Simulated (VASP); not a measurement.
# Sn3Sb2 (P-3m1) in VASP: notebook, part 3 of 3

VASP 6.6.1. The steps go on from the part before.

## 4. Relaxation of cell and atoms, PBE

This run uses another cell than the first one, of 25.99 Å³/atom.

INCAR

```
SYSTEM = Sn3Sb2
PREC = Accurate ; ENCUT = 600
EDIFF = 1E-7 ; ISMEAR = 0
SIGMA = 0.1 ; LREAL = .False.
LASPH = .True. ; NELM = 100
ALGO = Fast ; ISIF = 3
LWAVE = .False. ; LCHARG = .False.
GGA = PE ; IBRION = 2
NSW = 90 ; EDIFFG = -0.04
```

KPOINTS

```
regular mesh
0
Gamma
  6 6 4
  0 0 0
```

POSCAR

```
Sn3Sb2
1.0
    4.5858302078      0.0000000000      0.0000000000
   -2.2929151039      3.9714454574      0.0000000000
    0.0000000000      0.0000000000      7.1348068969
Sn Sb
3 2
Direct
    0.0000000000      0.0000000000      0.0000000000
    0.3333333333      0.6666666667      0.6450000000
    0.6666666667      0.3333333333      0.3550000000
    0.3333333333      0.6666666667      0.2450000000
    0.6666666667      0.3333333333      0.7550000000
```

Potentials or basis: VASP PAW PBE potentials, release 64 (Sn_d, Sb).

The run is started by

```sh
$ cat potpaw_PBE.64/Sn_d/POTCAR potpaw_PBE.64/Sb/POTCAR > POTCAR
$ mpirun -np 1 vasp_std > vasp.out
```

OUTCAR:

```text
SYSTEM = Sn3Sb2
   PREC = Accurate
   ENCUT = 600
   EDIFF = 1E-7
   ISMEAR = 0
   LREAL = .False.
   LASPH = .True.
   NELM = 100
   ISIF = 3
   GGA = PE
   IBRION = 2
   NSW = 90
   EDIFFG = -0.04

 ion  position               nearest neighbor table
   1  0.000  0.000  0.000-   4 3.17   5 3.17   5 3.17   4 3.17   5 3.17   4 3.17   2 3.66   3 3.66
                             2 3.66   3 3.66   3 3.66   2 3.66
   2  0.333  0.667  0.645-   5 2.76   5 2.76   5 2.76   4 2.85   3 3.36   3 3.36   3 3.36   1 3.66
                             1 3.66   1 3.66
   3  0.667  0.333  0.355-   4 2.76   4 2.76   4 2.76   5 2.85   2 3.36   2 3.36   2 3.36   1 3.66
                             1 3.66   1 3.66
   4  0.333  0.667  0.245-   3 2.76   3 2.76   3 2.76   2 2.85   1 3.17   1 3.17   1 3.17
   5  0.667  0.333  0.755-   2 2.76   2 2.76   2 2.76   3 2.85   1 3.17   1 3.17   1 3.17

  LATTYP: Found a hexagonal cell.
 ALAT       =     4.5858302078
 C/A-ratio  =     1.5558375635

  Lattice vectors:

 A1 = (   4.5858302078,   0.0000000000,   0.0000000000)
 A2 = (  -2.2929151039,   3.9714454574,   0.0000000000)
 A3 = (   0.0000000000,   0.0000000000,   7.1348068969)

Analysis of symmetry for initial positions (statically):
=====================================================================
 Subroutine PRICEL returns:
 Original cell was already a primitive cell.

 Routine SETGRP: Setting up the symmetry group for a
[... 162 lines left out ...]
 maximum number of plane-waves:      4360
 NGX is ok and might be reduce to    40
   NGX = 19   NGY = 19   NGZ = 29

--------------------------------------- Ionic step        1  -------------------------------------------

 number of electron      51.9999997 magnetization

 Free energy of the ion-electron system (eV)
  ---------------------------------------------------
  ext. energy  EPLUGINS =         0.00000000
  ---------------------------------------------------
  free energy    TOTEN  =       -17.21745022 eV

  energy without entropy =      -17.19303118  energy(sigma->0) =      -17.20524070

 E-fermi :   9.1061     XC(G=0): -10.2995

 val. band max:        9.0863308272   @ k =   0.3333   0.3333   0.2500
 cond. band min:       9.1390420718   @ k =   0.3333   0.1667   0.2500
 fundamental gap:      0.0527112446
 Fermi energy:         9.1060724162
[... 1747 lines left out ...]
  FREE ENERGIE OF THE ION-ELECTRON SYSTEM (eV)
  ---------------------------------------------------
  free  energy   TOTEN  =       -19.0976039900 eV

  energy  without entropy=      -19.0777071887  energy(sigma->0) =      -19.08765559

[... ionic steps 4 to 22 ...]

--------------------------------------- Ionic step       23  -------------------------------------------

 number of electron      52.0000001 magnetization

------------------------ aborting loop because EDIFF is reached ----------------------------------------
[... 73 lines left out ...]
--------------------------------------- Ionic step       25  -------------------------------------------

 number of electron      52.0000000 magnetization

 Free energy of the ion-electron system (eV)
  ---------------------------------------------------
  ext. energy  EPLUGINS =         0.00000000
  ---------------------------------------------------
  free energy    TOTEN  =       -19.42808924 eV

  energy without entropy =      -19.41886897  energy(sigma->0) =      -19.42347911

 E-fermi :   6.4889     XC(G=0):  -9.4218

 val. band max:        6.4848971202   @ k =   0.0000   0.1667   0.2500
 cond. band min:       6.4975873190   @ k =   0.3333   0.1667   0.5000
 fundamental gap:      0.0126901988
 Fermi energy:         6.4888996085
[... 846 lines left out ...]
  FREE ENERGIE OF THE ION-ELECTRON SYSTEM (eV)
  ---------------------------------------------------
  free  energy   TOTEN  =       -19.4280892439 eV

  energy  without entropy=      -19.4188689672  energy(sigma->0) =      -19.42347911

 reached required accuracy - stopping structural energy minimisation
```

OSZICAR:

```text
N       E                     dE             d eps       ncg     rms          rms(c)
DAV:   1     0.515262310974E+03    0.51526E+03   -0.26772E+04  1502   0.240E+03
DAV:   2     0.498668726474E+02   -0.46540E+03   -0.45969E+03  1495   0.599E+02
DAV:   3    -0.142514130588E+02   -0.64118E+02   -0.63445E+02  1742   0.191E+02
[... 345 lines left out ...]
RMM:   5    -0.194280894602E+02   -0.12559E-04   -0.17791E-04  2252   0.941E-02    0.181E-02
RMM:   6    -0.194280899144E+02   -0.45419E-06   -0.13277E-05  2226   0.287E-02    0.149E-02
RMM:   7    -0.194280890110E+02    0.90335E-06   -0.36897E-06  1739   0.172E-02    0.584E-03
RMM:   8    -0.194280891696E+02   -0.15857E-06   -0.10637E-06  1734   0.755E-03    0.163E-03
RMM:   9    -0.194280893196E+02   -0.14996E-06   -0.29425E-07   977   0.482E-03    0.546E-04
RMM:  10    -0.194280892439E+02    0.75665E-07   -0.13307E-07   868   0.360E-03
  25 F= -.19428089E+02 E0= -.19423479E+02  d E =-.116287E-02
```

CONTCAR:

```text
Sn3Sb2
   1.00000000000000
     5.3213874810973403    0.0000000000000002    0.0000000000000000
    -2.6606937405486701    4.6084567420154707    0.0000000000000000
     0.0000000000000001    0.0000000000000000    6.4176154191370482
  Sn              Sb
     3     2
Direct
     0.0000000000000000    0.0000000000000000    0.0000000000000000
     0.3333333332999970    0.6666666667000030    0.7066364746183611
     0.6666666667000030    0.3333333332999970    0.2933635253816390
     0.3333333332999970    0.6666666667000030    0.2214599463809482
     0.6666666667000030    0.3333333332999970    0.7785400536190515

  0.00000000E+00  0.00000000E+00  0.00000000E+00
  0.00000000E+00  0.00000000E+00  0.00000000E+00
  0.00000000E+00  0.00000000E+00  0.00000000E+00
  0.00000000E+00  0.00000000E+00  0.00000000E+00
  0.00000000E+00  0.00000000E+00  0.00000000E+00
```

Run time: 29 min. Hardware: 1 thread of Intel Xeon Platinum 8559C (Emerald Rapids), shared host; peak memory 0.38 GiB.

Results:

```
Free energy                           : -19.4281 eV
Relaxed volume                        : 31.48 Å³/atom
Relaxed cell                          : a = 5.321 Å, b = 5.321 Å, c = 6.418 Å, α = 90.00°, β = 90.00°, γ = 120.00°
Space group after relaxing (to 0.1 Å) : P-3m1 (No. 164)
Energy gained by relaxing             : 442.1 meV/atom
Ionic steps                           : 25
Pressure after relaxing               : 0.0 GPa
Largest force after relaxing          : 0.027 eV/Å
Band gap on the k mesh                : zero (bands 26 and 27 overlap by 1.91 eV)
```

Forces in eV/Å, atoms in the order of the input:
```
Sn   0.000  0.000  0.000
Sn   0.000  0.000  0.027
Sn   0.000  0.000 -0.027
Sb   0.000  0.000  0.004
Sb   0.000  0.000 -0.004
```

The path:
| step | energy change (eV) | largest force (eV/Å) | pressure (GPa) | volume (Å³) |
| --- | --- | --- | --- | --- |
| 1 | 0.0000 | 2.1643 | 17.95 | 129.94 |
| 2 | -1.5203 | 0.0992 | -4.19 | 192.67 |
| 3 | -1.8802 | 0.4468 | -0.27 | 168.14 |
| 4 | -1.8798 | 0.4244 | -0.47 | 168.97 |
| 5 | -1.9135 | 0.3887 | -0.44 | 167.90 |
| 6 | -1.9953 | 0.2773 | -0.31 | 164.57 |
| 7 | -2.0372 | 0.5504 | 0.67 | 157.42 |
| 8 | -2.0468 | 0.3853 | 0.22 | 159.92 |
| 9 | -2.0766 | 0.2144 | -0.42 | 160.96 |
| 10 | -2.0780 | 0.1725 | -0.62 | 161.25 |
| 11 | -2.0962 | 0.2208 | 0.11 | 157.84 |
| 12 | -2.0977 | 0.2472 | 0.38 | 156.62 |
| 13 | -2.1178 | 0.2184 | 0.18 | 156.91 |
| 14 | -2.1228 | 0.3007 | -0.13 | 157.30 |
| 15 | -2.1273 | 0.2513 | -0.02 | 157.16 |
| 16 | -2.1494 | 0.1975 | -0.13 | 157.34 |
| 17 | -2.1908 | 0.1664 | -0.26 | 157.85 |
| 18 | -2.1709 | 0.2178 | -0.01 | 158.77 |
| 19 | -2.1984 | 0.1597 | -0.26 | 158.15 |
| 20 | -2.1981 | 0.1317 | 0.81 | 154.80 |
| 21 | -2.2045 | 0.1487 | 0.25 | 156.48 |
| 22 | -2.2095 | 0.0477 | -0.12 | 157.87 |
| 23 | -2.2095 | 0.0506 | -0.11 | 157.83 |
| 24 | -2.2100 | 0.0554 | 0.07 | 157.06 |
| 25 | -2.2106 | 0.0274 | -0.01 | 157.38 |

Final structure:
```
CELL_PARAMETERS angstrom
5.32139 0.00000 0.00000
-2.66069 4.60846 0.00000
0.00000 0.00000 6.41762
ATOMIC_POSITIONS crystal
Sn 0.00000 0.00000 0.00000
Sn 0.33333 0.66667 0.70664
Sn 0.66667 0.33333 0.29336
Sb 0.33333 0.66667 0.22146
Sb 0.66667 0.33333 0.77854
```

Levels at points of the mesh, in eV from the Fermi level:
```
           k point  band 22  band 23  band 24  band 25  band 26  band 27  band 28  band 29  band 30  band 31
(0.00, 0.00, 0.00)    -2.96    -2.54    -1.93    -1.93    -1.13    -0.65    -0.65     1.08     2.02     2.02
(0.50, 0.00, 0.00)    -4.13    -2.69    -1.75    -1.25    -0.31     1.16     1.67     3.00     3.32     3.61
(0.00, 0.00, 0.50)    -2.27    -2.26    -2.26    -1.46    -1.29    -1.29    -0.83     1.04     1.04     1.28
(0.50, 0.00, 0.50)    -2.89    -2.30    -0.83    -0.69     0.62     0.64     1.70     2.36     2.50     2.82
```

Caveat: the volume moved by over 15 % at a fixed basis, so the end points are rough; spin-orbit coupling is left out, which moves the levels of the heavy elements.

## 5. Single point, PBE

This run uses another cell than the first one, of 31.52 Å³/atom.

INCAR

```
SYSTEM = Sn3Sb2
PREC     = Accurate       ! precision mode
ENCUT    = 520            ! plane-wave cutoff, eV
EDIFF    = 1E-6           ! SCF threshold, eV
ISMEAR   = 0              ! smearing method
SIGMA    = 0.1            ! smearing width, eV
LREAL    = .FALSE.        ! projectors in reciprocal space
LASPH    = .TRUE.         ! aspherical terms in the spheres
NELM     = 80             ! most SCF steps
ALGO     = Fast           ! electronic algorithm
ISIF     = 2              ! what is computed and relaxed
LWAVE    = .FALSE.        ! write WAVECAR
LCHARG   = .TRUE.         ! write CHGCAR
GGA      = PE             ! functional
LELF     = .TRUE.         ! ELF
LVHAR    = .TRUE.       
NBANDS   = 34             ! bands
```

KPOINTS

```
Automatic mesh
0
G
  12 12 6
  0 0 0
```

POSCAR

```
Sn3Sb2
1.0
    5.3274951241      0.0000000000      0.0000000000
   -2.6637475621      4.6137461160      0.0000000000
    0.0000000000      0.0000000000      6.4121030949
Sn Sb
3 2
Direct
    0.0000000000      0.0000000000      0.0000000000
    0.3333333333      0.6666666667      0.7204001712
    0.6666666667      0.3333333333      0.2795998288
    0.3333333333      0.6666666667      0.2305678296
    0.6666666667      0.3333333333      0.7694321704
```

The run is started by

```sh
$ cat potpaw_PBE.64/Sn_d/POTCAR potpaw_PBE.64/Sb/POTCAR > POTCAR
$ mpirun -np 1 vasp_std > vasp.out
```

Run time: 4.5 min. Hardware: 1 thread of Intel Xeon Platinum 8559C (Emerald Rapids), shared host; peak memory 0.56 GiB.

The run converged. Its results:

```yaml
Free_energy: -19.4257 eV
Pressure: 0.0 GPa
Band_gap_on_the_k_mesh: zero (bands 26 and 27 overlap by 2.10 eV)
```

Levels at points of the mesh, in eV from the Fermi level:
| k point | band 22 | band 23 | band 24 | band 25 | band 26 | band 27 | band 28 | band 29 | band 30 | band 31 |
| --- | --- | --- | --- | --- | --- | --- | --- | --- | --- | --- |
| (0.00, 0.00, 0.00) | -3.03 | -2.76 | -1.96 | -1.96 | -1.15 | -0.82 | -0.82 | 1.03 | 2.04 | 2.04 |
| (0.50, 0.00, 0.00) | -4.11 | -2.69 | -1.88 | -1.34 | -0.34 | 1.21 | 1.61 | 2.93 | 3.44 | 3.49 |
| (0.00, 0.00, 0.50) | -2.36 | -2.31 | -2.31 | -1.53 | -1.38 | -1.38 | -0.86 | 1.00 | 1.00 | 1.22 |
| (0.50, 0.00, 0.50) | -2.95 | -2.35 | -0.83 | -0.66 | 0.50 | 0.66 | 1.67 | 2.21 | 2.40 | 2.79 |

Caveat: spin-orbit coupling is left out, which moves the levels of the heavy elements.

## 6. The runs side by side

```csv
task,cell,k mesh,cutoff (eV),gap on the mesh (eV),pressure (GPa),largest force (eV/Å)
single point,"a = 5.322, b = 5.322, c = 6.412 Å, angles 90.0, 90.0, 120.0°, 5 atoms, atomic positions A",6 × 6 × 4,520,none,0.0,0.01
single point,"a = 4.586, b = 4.586, c = 7.135 Å, angles 90.0, 90.0, 120.0°, 5 atoms, atomic positions B",6 × 6 × 4,520,none,17.9,2.16
relaxation of cell and atoms,"relaxed from a = 4.586, b = 4.586, c = 7.135 Å, angles 90.0, 90.0, 120.0°, 5 atoms, atomic positions B",6 × 6 × 4,600,none,0.0,0.03
single point,"a = 5.327, b = 5.327, c = 6.412 Å, angles 90.0, 90.0, 120.0°, 5 atoms, atomic positions C",12 × 12 × 6,520,none,0.0,-
```

Alike in all rows: level PBE; potentials or basis VASP PAW PBE potentials, release 64 (Sn_d, Sb); no spin polarisation; smearing gaussian 0.1 eV.

Caveats: spin-orbit coupling is left out, which moves the levels of the heavy elements; the cell stands under pressure (at least some runs); forces of over 1 eV/Å act on the atoms, so gaps and moduli don't describe the material at rest (at least some runs); the volume moved by over 15 % at a fixed basis, so the end points are rough (at least some runs).

Absolute energies hang on the potentials; compare differences alone.
